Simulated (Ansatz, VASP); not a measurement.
Two plane-wave programs on Li4SiN

```xyz
6
Lattice="5.7412 0.0000 0.0000 0.0000 5.7412 0.0000 0.0000 0.0000 2.4462" Properties=species:S:1:pos:R:3 pbc="T T T"
Li    4.0411    4.0411    1.2231
Li    1.7001    1.7001    1.2231
Li    1.7001    4.0411    1.2231
Li    4.0411    1.7001    1.2231
Si    0.0000    0.0000    0.0000
N     2.8706    2.8706    0.0000
```

Alike in both runs: task relaxation of cell and atoms; functional PBE; k mesh 8 × 8 × 16; occupations gaussian, width 0.1 eV; no spin polarisation.

|  | VASP | Ansatz |
| --- | --- | --- |
| version | VASP 6.6.1 | Ansatz 0.2.0 |
| potentials or method | VASP PAW PBE potentials, release 64 (Li_sv, Si, N), cutoff 600 eV | scalar-relativistic, plane waves, PAW |
| valence electrons in the cell | 21 | 21 |

VASP gave:

* gap on the k mesh at the Fermi level, each at its own relaxed structure (eV): none
* relaxed volume (Å³/atom): 13.61
* relaxed cell length with the largest relative difference (Å): 5.693

Q: Which values does Ansatz return?

A: gap on the k mesh at the Fermi level, each at its own relaxed structure (eV): none; relaxed volume (Å³/atom): 13.67; relaxed cell length with the largest relative difference (Å): 5.706.

A gap of «none» marks a metal or a gap that the smearing closes.

Noted on VASP's run: the cutoff is short for stress, so the pressure is rough.
